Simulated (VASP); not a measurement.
# Cu (C2/m) in VASP: further runs, part 2 of 2

VASP 6.6.1. Earlier steps stand in the parts before.

## 3. Single point, PBEsol (strain +0.0300 x Voigt [0, 0, 0, 1, 0, 0])

Input file INCAR:

```
SYSTEM = Cu
PREC = Accurate
ENCUT = 520
EDIFF = 1E-6
ISMEAR = 0
SIGMA = 0.15
LREAL = .FALSE.
LASPH = .TRUE.
NELM = 80
ALGO = Fast
ISIF = 2
LWAVE = .FALSE.
LCHARG = .TRUE.
GGA = PS
LELF = .TRUE.
LVHAR = .TRUE.
NBANDS = 12
```

Input file KPOINTS:

```
Automatic mesh
0
G
  24 24 24
  0 0 0
```

Input file POSCAR:

```
Cu
1.0
   -1.4427933200      1.4634345418      1.3977233498
    1.4427933200     -1.4221520982      1.3544395502
    1.4427933200      1.4221520982     -1.3544395502
Cu
1
Direct
    0.0000000000      0.0000000000      0.0000000000
```

Potentials or basis: VASP PAW PBE potentials, release 64 (Cu).

The run is started by

```sh
cat potpaw_PBE.64/Cu/POTCAR > POTCAR
mpirun -np 1 vasp_std > vasp.out
```

OUTCAR:

```text
SYSTEM = Cu
   PREC = Accurate
   ENCUT = 520
   EDIFF = 1E-6
   ISMEAR = 0
   LREAL = .FALSE.
   LASPH = .TRUE.
   NELM = 80
   ISIF = 2
   GGA = PS

 ion  position               nearest neighbor table
   1  0.000  0.000  0.000-

  LATTYP: Found a base centered monoclinic cell.
 ALAT       =     3.9278610391
 B/A-ratio  =     0.7346458063
 C/A-ratio  =     0.7007560791
 COS(beta)  =    -0.6787191839

  Lattice vectors:

 A1 = (   1.4427933200,   1.4221520982,  -1.3544395502)
 A2 = (  -1.4427933200,   1.4221520982,  -1.3544395502)
 A3 = (   0.0000000000,   0.0412824436,   2.7521629000)

Analysis of symmetry for initial positions (statically):
=====================================================================
 Subroutine PRICEL returns:
 Original cell was already a primitive cell.

 Routine SETGRP: Setting up the symmetry group for a
 base centered monoclinic supercell.

 Subroutine GETGRP returns: Found  4 space group operations
 (whereof  4 operations were pure point group operations)
 out of a pool of  4 trial point group operations.

The static configuration has the point symmetry C_2h.

Analysis of symmetry for dynamics (positions and initial velocities):
=====================================================================
 Subroutine PRICEL returns:
 Original cell was already a primitive cell.

 Routine SETGRP: Setting up the symmetry group for a
 base centered monoclinic supercell.

 Subroutine GETGRP returns: Found  4 space group operations
 (whereof  4 operations were pure point group operations)
 out of a pool of  4 trial point group operations.

The dynamic configuration has the point symmetry C_2h.

 Subroutine INISYM returns: Found  4 space group operations
 (whereof  4 operations are pure point group operations),
 and found     1 'primitive' translations

----------------------------------------------------------------------------------------

                                     Primitive cell

  volume of cell :      11.4555

  direct lattice vectors                    reciprocal lattice vectors
    -1.442793320  1.463434542  1.397723350     0.000000000  0.341176489  0.358232938
     1.442793320 -1.422152098  1.354439550     0.346549983 -0.005451485  0.363432357
     1.442793320  1.422152098 -1.354439550     0.346549983  0.346627974 -0.005199420

  length of vectors
     2.485341784  2.436939813  2.436939813     0.494704188  0.502204826  0.490178413

  position of ions in fractional coordinates (direct lattice)
     0.000000000  0.000000000  0.000000000

  ion indices of the primitive-cell ions
   primitive index   ion index
                 1           1

----------------------------------------------------------------------------------------

 KPOINTS: Automatic mesh

Automatic generation of k-mesh.
 Grid dimensions read from file:
 generate k-points for:   24   24   24

 Generating k-lattice:

  Cartesian coordinates                     Fractional coordinates (reciprocal lattice)
     0.000000000  0.014215687  0.014926372     0.041666667 -0.000000000  0.000000000
     0.014439583 -0.000227145  0.015143015     0.000000000  0.041666667  0.000000000
     0.014439583  0.014442832 -0.000216642    -0.000000000 -0.000000000  0.041666667

  Length of vectors
     0.020612675  0.020925201  0.020424101

  Shift w.r.t. Gamma in fractional coordinates (k-lattice)
     0.000000000  0.000000000  0.000000000

 Subroutine IBZKPT returns following result:
 ===========================================

 Found   3614 irreducible k-points:

 Following reciprocal coordinates:
            Coordinates               Weight
  0.000000  0.000000  0.000000      1.000000
  0.041667  0.000000 -0.000000      2.000000
  0.083333  0.000000 -0.000000      2.000000
  0.125000  0.000000 -0.000000      2.000000
  0.166667  0.000000 -0.000000      2.000000
  0.208333  0.000000  0.000000      2.000000
[... 16 lines left out ...]
  0.375000  0.041667  0.000000      4.000000
  0.416667  0.041667 -0.000000      4.000000
 [... further k-points ...]
   k-points           NKPTS =   3614   k-points in BZ     NKDIM =   3614   number of bands    NBANDS=     12
   number of dos      NEDOS =    301   number of ions     NIONS =      1
   total plane-waves  NPLWV =   5832
   dimension x,y,z NGX =    18 NGY =   18 NGZ =   18
   dimension x,y,z NGXF=    36 NGYF=   36 NGZF=   36
   ions per type =               1
   NGX,Y,Z   is equivalent  to a cutoff of  12.04, 12.28, 12.28 a.u.
   NGXF,Y,Z  is equivalent  to a cutoff of  24.08, 24.56, 24.56 a.u.
 SYSTEM =  Cu
   PREC   = accura    normal or accurate (medium, high low for compatibility)
   ISTART =      0    job   : 0-new  1-cont  2-samecut
   ICHARG =      2    charge: 1-file 2-atom 10-const
   ISPIN  =      1    spin polarized calculation?
   LNONCOLLINEAR =      F non collinear calculations
   LSORBIT =      F    spin-orbit coupling
   LASPH  =      T    aspherical Exc in radial PAW
   ENCUT  =  520.0 eV  38.22 Ry    6.18 a.u.   4.62  4.53  4.53*2*pi/ulx,y,z
   NELM   =     80;   NELMIN=  2; NELMDL= -5     # of ELM steps
   EDIFF  = 0.1E-05   stopping-criterion for ELM
   LREAL  =      F    real-space projection
   EDIFFG = 0.1E-04   stopping-criterion for IOM
   NSW    =      0    number of steps for IOM
   IBRION =     -1    ionic relax: 0-MD 1-quasi-New 2-CG
   NFREE  =      0    steps in history (QN), initial steepest desc. (CG)
   ISIF   =      2    stress and relaxation
   ISYM   =      2    0-nonsym 1-usesym 2-fastsym
   POTIM  = 0.5000    time-step for ionic-motion
   TEBEG  =    0.0;   TEEND  =   0.0 temperature during run
   PSTRESS=    0.0 pullay stress
   NELECT =      11.0000    total number of electrons
   NUPDOWN=      -1.0000    fix difference up-down
   EMIN   =  10.00;   EMAX   =-10.00  energy-range for DOS
   EFERMI =   0.00;   METHOD = LEGACY
   ISMEAR =     0;   SIGMA  =   0.15  broadening in eV -4-tet -1-fermi 0-gaus
   EFERMI_NEDOS =   21; number of points for ismear=-14 and -15
   IALGO  =     68    algorithm
   IMIX   =      4    mixing-type and parameters
     AMIX     =   0.40;   BMIX     =  1.00
     AMIX_MAG =   1.60;   BMIX_MAG =  1.00
  volume/ion in A,a.u.               =      11.46        77.31
  Fermi-wavevector in a.u.,A,eV,Ry     =   1.615105  3.052106 35.491683  2.608565
  Thomas-Fermi vector in A             =   2.709907
   LORBIT       =      0    0 simple, 1 ext, 2 COOP (PROOUT), +10 PAW based schemes
   GGA     = PS    functional components
   LHFCALC =     F    Hartree Fock is set to
   AEXX    =    0.0000 exact exchange contribution
   IVDW    =     0    specifies the selected vdW correction
   LEPSILON=     F    determine dielectric tensor
   LRPA    =     F    only Hartree local field effects (RPA)
 non-spin polarized calculation
 RMM-DIIS sequential band-by-band and
 Gauss-broadening in eV      SIGMA  =   0.15
  energy-cutoff  :      520.00
  volume of cell :       11.46
 maximum number of plane-waves:       323
   NGX =  9   NGY =  9   NGZ =  9

 number of electron      10.9999995 magnetization

 Free energy of the ion-electron system (eV)
  ---------------------------------------------------
  ext. energy  EPLUGINS =         0.00000000
  ---------------------------------------------------
  free energy    TOTEN  =        -4.26863405 eV

  energy without entropy =       -4.26459247  energy(sigma->0) =       -4.26661326

 E-fermi :   7.7804     XC(G=0): -13.0876

 val. band max:        7.7798160040   @ k =  -0.4167   0.4167   0.1667
 cond. band min:       7.7814290016   @ k =   0.3750   0.5000   0.1250
 fundamental gap:      0.0016129976
 Fermi energy:         7.7803798027

 k-point     1 :       0.0000    0.0000    0.0000
  band No.  band energies     occupation
      1      -1.8349      2.00000
      2       4.4098      2.00000
      3       4.6452      2.00000
      4       4.6970      2.00000
      5       5.5379      2.00000
      6       5.7479      2.00000
      7      32.5275      0.00000
      8      32.6483      0.00000
      9      33.8247      0.00000
     10      36.4671      0.00000
     11      36.6319      0.00000
     12      36.6740      0.00000
[... 331 lines left out ...]
 k-point    24 :       0.4167    0.0417   -0.0000
  band No.  band energies     occupation
      1       2.5042      2.00000
      2       3.7397      2.00000
      3       5.5810      2.00000
      4       5.7951      2.00000
      5       6.0698      2.00000
      6       6.7435      2.00000
      7      13.1667      0.00000
      8      24.9361      0.00000
      9      25.6402      0.00000
     10      29.9100      0.00000
     11      32.9008      0.00000
     12      41.6235      0.00000

 [... further k-points ...]

------------------------ aborting loop because EDIFF is reached ----------------------------------------

  FORCE on cell =-STRESS in cart. coord.  units (eV):
  Direction    XX          YY          ZZ          XY          YZ          ZX
  --------------------------------------------------------------------------------------
  -------------------------------------------------------------------------------------
  Total       -0.0187804     -0.0319007     -0.0419127     -0.0000000     -0.2080943      0.0000000
  in kB       -2.6266402     -4.4616591     -5.8619406     -0.0000000    -29.1042345      0.0000000
  external PRESSURE =      -4.3167466 kB  Pullay stress =       0.0000000 kB

 VOLUME and BASIS-vectors are now :
 -----------------------------------------------------------------------------
  energy-cutoff  :      520.00
  volume of cell :       11.46
      direct lattice vectors                 reciprocal lattice vectors
    -1.442793320  1.463434542  1.397723350     0.000000000  0.341176489  0.358232938
     1.442793320 -1.422152098  1.354439550     0.346549983 -0.005451485  0.363432357
     1.442793320  1.422152098 -1.354439550     0.346549983  0.346627974 -0.005199420

 POSITION                                       TOTAL-FORCE (eV/Angst)
 -----------------------------------------------------------------------------------
      0.00000      0.00000      0.00000        -0.000000      0.000000     -0.000000
 -----------------------------------------------------------------------------------
    total drift:                                0.000000      0.000000      0.000000

  FREE ENERGIE OF THE ION-ELECTRON SYSTEM (eV)
  ---------------------------------------------------
  free  energy   TOTEN  =        -4.2686340528 eV

  energy  without entropy=       -4.2645924733  energy(sigma->0) =       -4.26661326
```

stdout:

```text
POSCAR found type information on POSCAR Cu
 POSCAR found :  1 types and       1 ions
 scaLAPACK will be used
 -----------------------------------------------------------------------------
|                                                                             |
|                                                                             |
|     You enforced a specific xc type in the INCAR file but a different       |
[... 19 lines left out ...]
WARNING in EDDRMM: call to ZHEGV failed, returncode =   8  4     11
WARNING in EDDRMM: call to ZHEGV failed, returncode =   6  3     10
WARNING in EDDRMM: call to ZHEGV failed, returncode =   6  3     11
WARNING in EDDRMM: call to ZHEGV failed, returncode =   6  3     10
WARNING in EDDRMM: call to ZHEGV failed, returncode =   6  3     11
WARNING in EDDRMM: call to ZHEGV failed, returncode =   6  3     11
WARNING in EDDRMM: call to ZHEGV failed, returncode =   6  3      9
```

Run time: 8.3 min. Hardware: 1 thread of Intel Xeon 8259CL, shared host; peak memory 0.56 GiB.

What came out:

| Item | Value |
| --- | --- |
| Free energy | -4.2686 eV |
| Pressure | -0.4 GPa |
| Band gap on the k mesh | zero (an odd number of electrons rules out a gap without spin polarisation) |

Stress tensor (GPa, compression positive):
```
-0.26  0.00  0.00
 0.00 -0.45 -2.91
 0.00 -2.91 -0.59
```

Caveat: the cell differs from its parent crystal (strain +0.0300 x Voigt [0, 0, 0, 1, 0, 0]); the PAW data sets were made with another functional, which shifts forces and pressure a little.

## 4. Single point, PBEsol (strain +0.0350 x Voigt [0, 0, 0, 1, 0, 0])

Input file INCAR:

```
PREC     = Accurate       # precision mode
ENCUT    = 520            # plane-wave cutoff, eV
EDIFF    = 1E-7           # SCF threshold, eV
ISMEAR   = 0              # smearing method
SIGMA    = 0.15           # smearing width, eV
LREAL    = False          # projectors in reciprocal space
LASPH    = True           # aspherical terms in the spheres
NELM     = 80             # most SCF steps
ALGO     = Fast           # electronic algorithm
ISIF     = 2              # what is computed and relaxed
LWAVE    = False          # write WAVECAR
LCHARG   = False          # write CHGCAR
GGA      = PS             # functional
NBANDS   = 12             # bands
```

Input file KPOINTS:

```
regular mesh
0
Gamma
  24 24 24
```

Input file POSCAR:

```
Cu
1.0
   -1.4427933200      1.4668747454      1.4013303331
    1.4427933200     -1.4187118946      1.3508325669
    1.4427933200      1.4187118946     -1.3508325669
Cu
1
Direct
    0.0000000000      0.0000000000      0.0000000000
```

Potentials or basis: VASP PAW PBE potentials, release 64 (Cu).

The run is started by

```sh
cat potpaw_PBE.64/Cu/POTCAR > POTCAR
mpirun -np 1 vasp_std > vasp.out
```

OUTCAR:

```text
PREC = Accurate
   ENCUT = 520
   EDIFF = 1E-7
   ISMEAR = 0
   LREAL = False
   LASPH = True
   NELM = 80
   ISIF = 2
   GGA = PS

 ion  position               nearest neighbor table
   1  0.000  0.000  0.000-

  LATTYP: Found a base centered monoclinic cell.
 ALAT       =     3.9179035535
 B/A-ratio  =     0.7365129337
 C/A-ratio  =     0.7025656081
 COS(beta)  =    -0.6767916018

  Lattice vectors:

 A1 = (   1.4427933200,   1.4187118946,  -1.3508325669)
[... 541 lines left out ...]
     12      41.7599      0.00000

 [... further k-points ...]

------------------------ aborting loop because EDIFF is reached ----------------------------------------

  FORCE on cell =-STRESS in cart. coord.  units (eV):
  Direction    XX          YY          ZZ          XY          YZ          ZX
  --------------------------------------------------------------------------------------
  -------------------------------------------------------------------------------------
  Total        0.0008546     -0.0167763     -0.0269591     -0.0000000     -0.2441902      0.0000000
  in kB        0.1195368     -2.3465407     -3.7708302     -0.0000000    -34.1554063      0.0000000
  external PRESSURE =      -1.9992780 kB  Pullay stress =       0.0000000 kB

 VOLUME and BASIS-vectors are now :
 -----------------------------------------------------------------------------
  energy-cutoff  :      520.00
  volume of cell :       11.45
      direct lattice vectors                 reciprocal lattice vectors
    -1.442793320  1.466874745  1.401330333     0.000000000  0.340295563  0.357395413
     1.442793320 -1.418711895  1.350832567     0.346549983 -0.006360583  0.363461895
     1.442793320  1.418711895 -1.350832567     0.346549983  0.346656146 -0.006066483

 POSITION                                       TOTAL-FORCE (eV/Angst)
 -----------------------------------------------------------------------------------
      0.00000      0.00000      0.00000        -0.000000      0.000000     -0.000000
 -----------------------------------------------------------------------------------
    total drift:                                0.000000      0.000000      0.000000

  FREE ENERGIE OF THE ION-ELECTRON SYSTEM (eV)
  ---------------------------------------------------
  free  energy   TOTEN  =        -4.2675073198 eV

  energy  without entropy=       -4.2635611516  energy(sigma->0) =       -4.26553424
```

OSZICAR:

```text
N       E                     dE             d eps       ncg     rms          rms(c)
DAV:   1     0.416844619262E+02    0.41684E+02   -0.53951E+03 96816   0.155E+03
DAV:   2    -0.403765366920E+01   -0.45722E+02   -0.42255E+02 89588   0.205E+02
DAV:   3    -0.534426575214E+01   -0.13066E+01   -0.12970E+01 99704   0.395E+01
DAV:   4    -0.535199788538E+01   -0.77321E-02   -0.77311E-02 97440   0.270E+00
DAV:   5    -0.535206795533E+01   -0.70070E-04   -0.70070E-04100524   0.262E-01    0.830E+00
RMM:   6    -0.465120607893E+01    0.70086E+00   -0.35163E+00108757   0.348E+01    0.458E+00
RMM:   7    -0.428444685817E+01    0.36676E+00   -0.48934E-01107674   0.126E+01    0.108E+00
RMM:   8    -0.426963185807E+01    0.14815E-01   -0.16316E-02111737   0.130E+00    0.342E-01
RMM:   9    -0.426743825964E+01    0.21936E-02   -0.40168E-03112766   0.119E+00    0.205E-02
RMM:  10    -0.426749678168E+01   -0.58522E-04   -0.49118E-04114011   0.304E-01    0.118E-02
RMM:  11    -0.426750582879E+01   -0.90471E-05   -0.86520E-05122152   0.113E-01    0.919E-03
RMM:  12    -0.426750712595E+01   -0.12972E-05   -0.12268E-05121573   0.418E-02    0.290E-03
RMM:  13    -0.426750739157E+01   -0.26563E-06   -0.24325E-06111504   0.154E-02    0.155E-03
RMM:  14    -0.426750731984E+01    0.71729E-07   -0.30722E-07 90506   0.667E-03
   1 F= -.42675073E+01 E0= -.42655342E+01  d E =-.394617E-02
```

Run time: 9.6 min. Hardware: 1 thread of Intel Xeon 8259CL, shared host; peak memory 0.57 GiB.

What came out:

```yaml
Free_energy: -4.2675 eV
Pressure: -0.2 GPa
Band_gap_on_the_k_mesh: zero (an odd number of electrons rules out a gap without spin polarisation)
```

Caveat: the cell differs from its parent crystal (strain +0.0350 x Voigt [0, 0, 0, 1, 0, 0]); the PAW data sets were made with another functional, which shifts forces and pressure a little.

## 5. Single point, PBEsol (strain -0.0200 x Voigt [0, 0, 0, 1, 0, 0])

Input file INCAR:

```
SYSTEM = Cu
PREC     = Accurate       ! precision mode
ENCUT    = 520            ! plane-wave cutoff, eV
EDIFF    = 1E-7           ! SCF threshold, eV
ISMEAR   = 0              ! smearing method
SIGMA    = 0.15           ! smearing width, eV
LREAL    = .False.        ! projectors in reciprocal space
LASPH    = .True.         ! aspherical terms in the spheres
NELM     = 80             ! most SCF steps
ALGO     = Fast           ! electronic algorithm
ISIF     = 2              ! what is computed and relaxed
LWAVE    = .False.        ! write WAVECAR
LCHARG   = .True.         ! write CHGCAR
GGA      = PS             ! functional
LELF     = .True.         ! ELF
LVHAR    = .True.       
NBANDS   = 12             ! bands
```

Input file KPOINTS:

```
regular mesh
0
Gamma
  24 24 24
  0 0 0
```

Input file POSCAR:

```
Cu
1.0
   -1.4427933200      1.4290325055      1.3616535168
    1.4427933200     -1.4565541345      1.3905093832
    1.4427933200      1.4565541345     -1.3905093832
Cu
1
Direct
    0.0000000000      0.0000000000      0.0000000000
```

The run is started by

```sh
cat potpaw_PBE.64/Cu/POTCAR > POTCAR
mpirun -np 1 vasp_std > vasp.out
```

Run time: 7.6 min. Hardware: 1 thread of Intel Xeon 8259CL, shared host; peak memory 0.56 GiB.

The run converged. Its results:

* Free energy: -4.2704 eV
* Pressure: -0.3 GPa
* Band gap on the k mesh: zero (an odd number of electrons rules out a gap without spin polarisation)

Stress tensor (GPa, compression positive):
```
-0.20  0.00  0.00
 0.00 -0.29  1.92
 0.00  1.92 -0.43
```

Levels at points of the mesh, in eV from the Fermi level:
| k point | band 4 | band 5 | band 6 | band 7 | band 8 | band 9 |
| --- | --- | --- | --- | --- | --- | --- |
| (0.00, 0.00, 0.00) | -3.11 | -2.25 | -2.04 | 24.81 | 24.86 | 26.07 |
| (0.50, 0.00, 0.00) | -1.97 | -1.34 | -0.41 | 4.91 | 17.17 | 17.20 |
| (0.00, 0.50, 0.00) | -1.94 | -1.37 | -0.57 | 4.68 | 17.00 | 17.77 |
| (0.50, 0.50, 0.00) | -2.07 | -1.39 | -0.94 | 4.16 | 18.32 | 19.13 |
| (0.00, 0.50, 0.50) | -1.91 | -1.39 | -0.72 | 4.46 | 17.49 | 17.66 |
| (0.50, 0.50, 0.50) | -1.56 | -1.49 | 7.69 | 7.70 | 9.54 | 13.35 |

Caveat: the cell differs from its parent crystal (strain -0.0200 x Voigt [0, 0, 0, 1, 0, 0]); the PAW data sets were made with another functional, which shifts forces and pressure a little.

## 6. Summary

```csv
cell,further INCAR settings,gap on the mesh (eV),pressure (GPa)
"a = 2.429, b = 2.493, c = 2.493 Å, angles 109.3, 108.2, 112.0°, 1 atom",ALGO = Fast; EDIFF = 1e-06; NBANDS = 12,none,-0.3
"a = 2.485, b = 2.437, c = 2.437 Å, angles 107.4, 108.2, 112.0°, 1 atom",ALGO = Fast; EDIFF = 1e-06; NBANDS = 12,none,-0.4
"a = 2.489, b = 2.433, c = 2.433 Å, angles 107.3, 108.2, 112.0°, 1 atom",ALGO = Fast; EDIFF = 1e-07; NBANDS = 12,none,-0.2
"a = 2.445, b = 2.477, c = 2.477 Å, angles 108.8, 108.2, 112.0°, 1 atom",ALGO = Fast; EDIFF = 1e-07; NBANDS = 12,none,-0.3
```

Alike in all rows: task single point; level PBEsol; potentials or basis VASP PAW PBE potentials, release 64 (Cu); no spin polarisation; k mesh 24 × 24 × 24; cutoff (eV) 520; smearing gaussian 0.15 eV.

Caveats: the PAW data sets were made with another functional, which shifts forces and pressure a little.

Absolute energies hang on the potentials; compare differences alone.
